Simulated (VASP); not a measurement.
# Sr in VASP: further runs

Aim: see how the results for Sr move with the level of theory and the settings. Levels: LDA, PBEsol. Tasks: single point.

All numbers are computed with VASP 6.6.1; they aren't measurements. Logs are shortened: lines on timing, memory, paths and dates and some standing lists are left out, and cuts for length are marked.

## 1. The cell of the first run

Symmetry: P-62m, No. 189, hexagonal system. Conventional cell: a = 7.188 Å, b = 7.188 Å, c = 3.883 Å, α = 90.00°, β = 90.00°, γ = 120.00°. Within 5.1 Å of Sr (site symmetry m2m) lie 8 Sr at 3.88 to 4.16 Å.

This isn't the form of Sr at room conditions, which is fcc.

## 2. Single point, LDA (strained)

INCAR

```
PREC = Accurate
ENCUT = 520
EDIFF = 1E-7
ISMEAR = 0
SIGMA = 0.1
LREAL = F
LASPH = T
NELM = 80
ALGO = Fast
ISIF = 2
LWAVE = F
LCHARG = F
NBANDS = 22
```

KPOINTS

```
regular mesh
0
Gamma
  9 9 12
```

POSCAR

```
Sr
1.0
    7.1881227859      0.0000000000      0.0000000000
   -3.5940613929      6.2250969380      0.0000000000
    0.0000000000      0.0000000000      3.8826221827
Sr
3
Direct
    0.0000000000      0.6657832900      0.0000000000
    0.3342167100      0.3342167100      0.0000000000
    0.6657832900      0.0000000000      0.0000000000
```

Potentials or basis: VASP PAW LDA potentials, release 64 (Sr_sv).

Command:

```
$ cat potpaw_LDA.64/Sr_sv/POTCAR > POTCAR
$ mpirun -np 1 vasp_std > vasp.out
```

OUTCAR:

```text
PREC = Accurate
   ENCUT = 520
   EDIFF = 1E-7
   ISMEAR = 0
   LREAL = F
   LASPH = T
   NELM = 80
   ISIF = 2

 ion  position               nearest neighbor table
   1  0.000  0.666  0.000-   3 4.14   2 4.14   3 4.14   2 4.14   2 4.16   3 4.16
   2  0.334  0.334  0.000-   3 4.14   3 4.14   1 4.14   1 4.14   1 4.16   3 4.16
   3  0.666  0.000  0.000-   2 4.14   1 4.14   2 4.14   1 4.14   1 4.16   2 4.16

  LATTYP: Found a hexagonal cell.
 ALAT       =     7.1881227859
 C/A-ratio  =     0.5401441097

  Lattice vectors:

 A1 = (   7.1881227859,   0.0000000000,   0.0000000000)
 A2 = (  -3.5940613929,   6.2250969380,   0.0000000000)
 A3 = (   0.0000000000,   0.0000000000,   3.8826221827)

Analysis of symmetry for initial positions (statically):
=====================================================================
 Subroutine PRICEL returns:
 Original cell was already a primitive cell.

 Routine SETGRP: Setting up the symmetry group for a
 hexagonal supercell.

 Subroutine GETGRP returns: Found 12 space group operations
 (whereof 12 operations were pure point group operations)
 out of a pool of 24 trial point group operations.

The static configuration has the point symmetry D_3h.

Analysis of symmetry for dynamics (positions and initial velocities):
=====================================================================
 Subroutine PRICEL returns:
 Original cell was already a primitive cell.

 Routine SETGRP: Setting up the symmetry group for a
 hexagonal supercell.

 Subroutine GETGRP returns: Found 12 space group operations
 (whereof 12 operations were pure point group operations)
 out of a pool of 24 trial point group operations.

The dynamic configuration has the point symmetry D_3h.

 Subroutine INISYM returns: Found 12 space group operations
 (whereof 12 operations are pure point group operations),
 and found     1 'primitive' translations

----------------------------------------------------------------------------------------

                                     Primitive cell

  volume of cell :     173.7348

  direct lattice vectors                    reciprocal lattice vectors
     7.188122786  0.000000000  0.000000000     0.139118380  0.080320034  0.000000000
    -3.594061393  6.225096938  0.000000000     0.000000000  0.160640069  0.000000000
     0.000000000  0.000000000  3.882622183     0.000000000  0.000000000  0.257557896

  length of vectors
     7.188122786  7.188122786  3.882622183     0.160640069  0.160640069  0.257557896

  position of ions in fractional coordinates (direct lattice)
     0.000000000  0.665783290  0.000000000
     0.334216710  0.334216710  0.000000000
     0.665783290  0.000000000  0.000000000

  ion indices of the primitive-cell ions
   primitive index   ion index
                 1           1
                 2           2
                 3           3

----------------------------------------------------------------------------------------

 KPOINTS: regular mesh

Automatic generation of k-mesh.
 Grid dimensions read from file:
 generate k-points for:    9    9   12

 Generating k-lattice:

  Cartesian coordinates                     Fractional coordinates (reciprocal lattice)
     0.015457598  0.008924448  0.000000000     0.111111111 -0.000000000  0.000000000
     0.000000000  0.017848897  0.000000000     0.000000000  0.111111111  0.000000000
     0.000000000  0.000000000  0.021463158     0.000000000  0.000000000  0.083333333

  Length of vectors
     0.017848897  0.017848897  0.021463158

  Shift w.r.t. Gamma in fractional coordinates (k-lattice)
     0.000000000  0.000000000  0.000000000

 Subroutine IBZKPT returns following result:
 ===========================================

 Found     84 irreducible k-points:

 Following reciprocal coordinates:
            Coordinates               Weight
  0.000000  0.000000  0.000000      1.000000
  0.111111  0.000000  0.000000      6.000000
  0.222222  0.000000  0.000000      6.000000
  0.333333  0.000000  0.000000      6.000000
  0.444444  0.000000  0.000000      6.000000
  0.111111  0.111111  0.000000      6.000000
[... 16 lines left out ...]
  0.333333  0.222222  0.083333     24.000000
  0.333333  0.333333  0.083333      4.000000
 [... further k-points ...]
   k-points           NKPTS =     84   k-points in BZ     NKDIM =     84   number of bands    NBANDS=     22
   number of dos      NEDOS =    301   number of ions     NIONS =      3
   total plane-waves  NPLWV =  87480
   dimension x,y,z NGX =    54 NGY =   54 NGZ =   30
   dimension x,y,z NGXF=   108 NGYF=  108 NGZF=   60
   ions per type =               3
   NGX,Y,Z   is equivalent  to a cutoff of  12.49, 12.49, 12.85 a.u.
   NGXF,Y,Z  is equivalent  to a cutoff of  24.98, 24.98, 25.69 a.u.
 SYSTEM =  unknown system
   PREC   = accura    normal or accurate (medium, high low for compatibility)
   ISTART =      0    job   : 0-new  1-cont  2-samecut
   ICHARG =      2    charge: 1-file 2-atom 10-const
   ISPIN  =      1    spin polarized calculation?
   LNONCOLLINEAR =      F non collinear calculations
   LSORBIT =      F    spin-orbit coupling
   LASPH  =      T    aspherical Exc in radial PAW
   ENCUT  =  520.0 eV  38.22 Ry    6.18 a.u.  13.37 13.37  7.22*2*pi/ulx,y,z
   NELM   =     80;   NELMIN=  2; NELMDL= -5     # of ELM steps
   EDIFF  = 0.1E-06   stopping-criterion for ELM
   LREAL  =      F    real-space projection
   EDIFFG = 0.1E-05   stopping-criterion for IOM
   NSW    =      0    number of steps for IOM
   IBRION =     -1    ionic relax: 0-MD 1-quasi-New 2-CG
   NFREE  =      0    steps in history (QN), initial steepest desc. (CG)
   ISIF   =      2    stress and relaxation
   ISYM   =      2    0-nonsym 1-usesym 2-fastsym
   POTIM  = 0.5000    time-step for ionic-motion
   TEBEG  =    0.0;   TEEND  =   0.0 temperature during run
   PSTRESS=    0.0 pullay stress
   NELECT =      30.0000    total number of electrons
   NUPDOWN=      -1.0000    fix difference up-down
   EMIN   =  10.00;   EMAX   =-10.00  energy-range for DOS
   EFERMI =   0.00;   METHOD = LEGACY
   ISMEAR =     0;   SIGMA  =   0.10  broadening in eV -4-tet -1-fermi 0-gaus
   EFERMI_NEDOS =   21; number of points for ismear=-14 and -15
   IALGO  =     68    algorithm
   IMIX   =      4    mixing-type and parameters
     AMIX     =   0.40;   BMIX     =  1.00
     AMIX_MAG =   1.60;   BMIX_MAG =  1.00
  volume/ion in A,a.u.               =      57.91       390.81
  Fermi-wavevector in a.u.,A,eV,Ry     =   0.911632  1.722735 11.307439  0.831073
  Thomas-Fermi vector in A             =   2.035934
   LORBIT       =      0    0 simple, 1 ext, 2 COOP (PROOUT), +10 PAW based schemes
   GGA     = CA    functional components
   LHFCALC =     F    Hartree Fock is set to
   AEXX    =    0.0000 exact exchange contribution
   IVDW    =     0    specifies the selected vdW correction
   LEPSILON=     F    determine dielectric tensor
   LRPA    =     F    only Hartree local field effects (RPA)
 non-spin polarized calculation
 RMM-DIIS sequential band-by-band and
 Gauss-broadening in eV      SIGMA  =   0.10
  energy-cutoff  :      520.00
  volume of cell :      173.73
 maximum number of plane-waves:      4724
 NGX is ok and might be reduce to    54
   NGX = 27   NGY = 27   NGZ = 15

 number of electron      29.9999999 magnetization

 Free energy of the ion-electron system (eV)
  ---------------------------------------------------
  ext. energy  EPLUGINS =         0.00000000
  ---------------------------------------------------
  free energy    TOTEN  =        -4.89541236 eV

  energy without entropy =       -4.87714288  energy(sigma->0) =       -4.88627762

 E-fermi :   1.1836     XC(G=0):  -7.3853

 val. band max:        1.1755430464   @ k =   0.1111   0.1111   0.4167
 cond. band min:       1.1837819677   @ k =   0.1111   0.1111   0.4167
 fundamental gap:      0.0082389213
 Fermi energy:         1.1836361200

 k-point     1 :       0.0000    0.0000    0.0000
  band No.  band energies     occupation
      1     -35.4505      2.00000
      2     -35.4347      2.00000
      3     -35.4347      2.00000
      4     -17.5732      2.00000
      5     -17.5715      2.00000
      6     -17.5715      2.00000
[... 14 lines left out ...]
     21       3.3714      0.00000
     22       3.3714      0.00000

 k-point     2 :       0.1111    0.0000    0.0000
  band No.  band energies     occupation
      1     -35.4499      2.00000
      2     -35.4350      2.00000
      3     -35.4349      2.00000
      4     -17.5936      2.00000
      5     -17.5896      2.00000
      6     -17.5477      2.00000
[... 14 lines left out ...]
     21       3.2571      0.00000
     22       3.4312      0.00000

 k-point     3 :       0.2222    0.0000    0.0000
  band No.  band energies     occupation
      1     -35.4483      2.00000
      2     -35.4360      2.00000
      3     -35.4354      2.00000
      4     -17.6118      2.00000
      5     -17.5953      2.00000
      6     -17.5231      2.00000
[... 14 lines left out ...]
     21       2.9677      0.00000
     22       3.6084      0.00000

 k-point     4 :       0.3333    0.0000    0.0000
  band No.  band energies     occupation
      1     -35.4459      2.00000
      2     -35.4378      2.00000
      3     -35.4360      2.00000
      4     -17.6248      2.00000
      5     -17.5862      2.00000
      6     -17.4999      2.00000
[... 14 lines left out ...]
     21       2.6032      0.00000
     22       3.8940      0.00000

 k-point     5 :       0.4444    0.0000    0.0000
  band No.  band energies     occupation
      1     -35.4431      2.00000
      2     -35.4403      2.00000
      3     -35.4364      2.00000
      4     -17.6316      2.00000
      5     -17.5635      2.00000
      6     -17.5308      2.00000
[... 14 lines left out ...]
     21       2.2400      0.00000
     22       4.2802      0.00000

 k-point     6 :       0.1111    0.1111    0.0000
  band No.  band energies     occupation
      1     -35.4488      2.00000
      2     -35.4355      2.00000
      3     -35.4355      2.00000
      4     -17.6023      2.00000
      5     -17.6007      2.00000
      6     -17.5273      2.00000
[... 14 lines left out ...]
     21       3.0567      0.00000
     22       3.5498      0.00000

 k-point     7 :       0.2222    0.1111    0.0000
  band No.  band energies     occupation
      1     -35.4469      2.00000
      2     -35.4368      2.00000
      3     -35.4361      2.00000
      4     -17.6146      2.00000
      5     -17.5986      2.00000
      6     -17.5055      2.00000
[... 324 lines left out ...]
      6     -17.5165      2.00000
[... 14 lines left out ...]
     21       2.4183      0.00000
     22       4.1924      0.00000

 k-point    21 :       0.4444    0.1111    0.0833
  band No.  band energies     occupation
      1     -35.4405      2.00000
      2     -35.4403      2.00000
      3     -35.4357      2.00000
      4     -17.6244      2.00000
      5     -17.5525      2.00000
      6     -17.5509      2.00000
[... 14 lines left out ...]
     21       2.2704      0.00000
     22       4.2559      0.00000

 k-point    22 :       0.2222    0.2222    0.0833
  band No.  band energies     occupation
      1     -35.4436      2.00000
      2     -35.4365      2.00000
      3     -35.4364      2.00000
      4     -17.6034      2.00000
      5     -17.6021      2.00000
      6     -17.5130      2.00000
[... 14 lines left out ...]
     21       2.4703      0.00000
     22       4.1651      0.00000

 k-point    23 :       0.3333    0.2222    0.0833
  band No.  band energies     occupation
      1     -35.4411      2.00000
      2     -35.4386      2.00000
      3     -35.4369      2.00000
      4     -17.6067      2.00000
      5     -17.5803      2.00000
      6     -17.5484      2.00000
[... 14 lines left out ...]
     21       2.2772      0.00000
     22       4.2400      0.00000

 k-point    24 :       0.3333    0.3333    0.0833
  band No.  band energies     occupation
      1     -35.4389      2.00000
      2     -35.4389      2.00000
      3     -35.4387      2.00000
      4     -17.5814      2.00000
      5     -17.5814      2.00000
      6     -17.5796      2.00000
[... 14 lines left out ...]
     21       2.2755      0.00000
     22       4.3350      0.00000

 [... further k-points ...]
[... 5 lines left out ...]
  --------------------------------------------------------------------------------------
  -------------------------------------------------------------------------------------
  Total       -1.7755819     -1.7755819     -1.4301001     -0.0000000     -0.0000000      0.0000000
  in kB      -16.3743687    -16.3743687    -13.1883441     -0.0000000     -0.0000000      0.0000000
  external PRESSURE =     -15.3123605 kB  Pullay stress =       0.0000000 kB

 VOLUME and BASIS-vectors are now :
 -----------------------------------------------------------------------------
  energy-cutoff  :      520.00
  volume of cell :      173.73
      direct lattice vectors                 reciprocal lattice vectors
     7.188122786  0.000000000  0.000000000     0.139118380  0.080320034  0.000000000
    -3.594061393  6.225096938  0.000000000     0.000000000  0.160640069  0.000000000
     0.000000000  0.000000000  3.882622183     0.000000000  0.000000000  0.257557896

 POSITION                                       TOTAL-FORCE (eV/Angst)
 -----------------------------------------------------------------------------------
     -2.39287      4.14457      0.00000        -0.005539      0.009594      0.000000
      1.20120      2.08053      0.00000        -0.005539     -0.009594      0.000000
      4.78573      0.00000      0.00000         0.011078      0.000000     -0.000000
 -----------------------------------------------------------------------------------
    total drift:                                0.000000      0.000000     -0.000000

  FREE ENERGIE OF THE ION-ELECTRON SYSTEM (eV)
  ---------------------------------------------------
  free  energy   TOTEN  =        -4.8954123562 eV

  energy  without entropy=       -4.8771428751  energy(sigma->0) =       -4.88627762
```

Wall time 8.1 min (1 thread of Intel Xeon Platinum 8259CL at 2.50GHz (Skylake/Cascade Lake), shared host); peak memory 0.39 GiB.

What came out:

```yaml
Free_energy: -4.8954 eV
Pressure: -1.5 GPa
Largest_force: 0.011 eV/Å
Band_gap_on_the_k_mesh: zero (bands 15 and 16 overlap by 0.71 eV)
```

Forces on the atoms (eV/Å):
```
Sr  -0.006  0.010  0.000
Sr  -0.006 -0.010  0.000
Sr   0.011  0.000  0.000
```

Stress tensor (GPa, compression positive):
```
-1.64  0.00  0.00
 0.00 -1.64  0.00
 0.00  0.00 -1.32
```

Levels at points of the mesh, in eV from the Fermi level:
```csv
k point,band 12,band 13,band 14,band 15,band 16,band 17,band 18,band 19
"(0.00, 0.00, 0.00)",-18.56,-3.50,0.08,0.08,0.10,0.10,0.10,0.10
"(0.00, 0.00, 0.50)",-18.59,-1.45,-0.21,0.46,0.48,0.48,0.49,1.57
```

Caveat: the cell differs from its parent crystal (strained).

(Continued in part 2 of 2.)
